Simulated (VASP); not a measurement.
Runs of VASP 6.6.1 on CuO. The structure is monoclinic, space group Cc (No. 9). Conventional cell: a = 4.689 Å, b = 3.427 Å, c = 5.132 Å, α = 90.00°, β = 99.65°, γ = 90.00°. Within 2.5 Å of Cu (site symmetry 1) lie 4 O at 1.91 to 2.02 Å. O (site symmetry 1) has 4 Cu at 1.91 to 2.02 Å within 2.5 Å. 

```csv
potentials or basis,spin,fixed moment (μB),cutoff (eV),pressure (GPa),moment (μB),largest force (eV/Å)
"VASP PAW LDA potentials, release 64 (Cu_sv_GW, O_h)",off,-,1340,-10.4,-,0.74
"VASP PAW LDA potentials, release 64 (Cu_sv_GW, O)","collinear, ferromagnetic start",1.5,820,-9.7,1.50,0.75
"VASP PAW LDA potentials, release 64 (Cu_sv_GW, O)","collinear, ferromagnetic start",1.8,700,-11.0,1.80,0.76
"VASP PAW LDA potentials, release 64 (Cu_sv_GW, O)","collinear, ferromagnetic start",2.0,820,(a),2.00,0.76
```

Alike in all rows: task single point; level LDA+U; Cu d U = 5.0 eV; cell as given; k mesh 7 × 7 × 4; smearing gaussian 0.05 eV.

Q: Fill in the values left out.

A: (a) -9.2.

Caveats: the cell stands under tension (at least some runs); the total moment is fixed, so each spin has its own Fermi level and the state may be an excited one (at least some runs); the stress differs along the axes, from -13 to -8 GPa (at least some runs); U without spin polarisation on a metal has little footing (at least some runs).
